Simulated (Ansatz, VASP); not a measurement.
## One calculation of AlCd2O, two programs

File INCAR:

```
ALGO     = Normal         # electronic algorithm
EDIFF    = 1E-6           # SCF threshold, eV
EDIFFG   = -0.04          # ionic threshold
ENCUT    = 600            # plane-wave cutoff, eV
GGA      = PE             # functional
IBRION   = 2              # ionic algorithm
ISIF     = 3              # what is computed and relaxed
ISMEAR   = 0              # smearing method
LASPH    = T              # aspherical terms in the spheres
LCHARG   = F              # write CHGCAR
LREAL    = F              # projectors in reciprocal space
LWAVE    = F              # write WAVECAR
NELM     = 60             # most SCF steps
NSW      = 90             # ionic steps
PREC     = Accurate       # precision mode
SIGMA    = 0.1            # smearing width, eV
```

The input KPOINTS:

```
k-points
0
Gamma
  4 4 4
```

The input POSCAR:

```
AlCd2O
1.0
    2.3685575300     -3.4535621700      0.0000000000
    2.3685575300      3.4535621700      0.0000000000
    0.0000000000      0.0000000000      4.5777688500
Al Cd O
1 2 1
Direct
    0.5000000000      0.5000000000      0.0000000000
    0.6950567500      0.3049432500      0.5000000000
    0.3049432500      0.6950567500      0.5000000000
    0.0000000000      0.0000000000      0.0000000000
```

Input for Ansatz:

```yaml
crystal:
  lattice:
    - [2.36855753, -3.45356217, 0.0]
    - [2.36855753, 3.45356217, 0.0]
    - [0.0, 0.0, 4.57776885]
  atoms:
    - { symbol: Al, position: [0.5, 0.5, 0.0] }
    - { symbol: Cd, position: [0.69505675, 0.30494325, 0.5] }
    - { symbol: Cd, position: [0.30494325, 0.69505675, 0.5] }
    - { symbol: O, position: [0.0, 0.0, 0.0] }
basis:
  ecutwfc: 420
kpoints:
  mp_grid: { grid: [4, 4, 4] }
hamiltonian:
  xc: pbe
scf:
  occupations: { method: gaussian, width: 0.1 }
  lower_state_search: "off"
output:
  forces: true
  stress: true
  eigenvalues: true
relax:
  adjacent_minimum: "off"
  f_tol: 0.04
  max_steps: 70
  cell: { stress_tol: 0.4 }
```

Alike in both runs: task relaxation of cell and atoms; functional PBE; k mesh 4 × 4 × 4; occupations gaussian, width 0.1 eV; no spin polarisation.

```csv
,VASP,Ansatz
version,VASP 6.6.1,Ansatz 0.2.0
potentials or method,"VASP PAW PBE potentials, release 64 (Al, Cd, O), cutoff 600 eV","scalar-relativistic, plane waves, PAW"
valence electrons in the cell,33,49
```

```csv
,VASP,Ansatz,Ansatz less VASP
"gap on the k mesh at the Fermi level, each at its own relaxed structure (eV)",none,none,-
relaxed volume (Å³/atom),22.83,24.24,+1.415
relaxed cell length with the largest relative difference (Å),5.281,5.520,+0.2390
```

A gap of «none» marks a metal or a gap that the smearing closes. One of these differences is far larger than is usual between the two programs; its cause wasn't traced. VASP's potentials hold 33 valence electrons a cell and Ansatz's 49, so a difference there can come from the potentials and not from the codes.

The k mesh is coarse, so the values compare programs but aren't converged. Noted on VASP's run: the volume moved by over 15 % at a fixed basis, so the end points are rough.
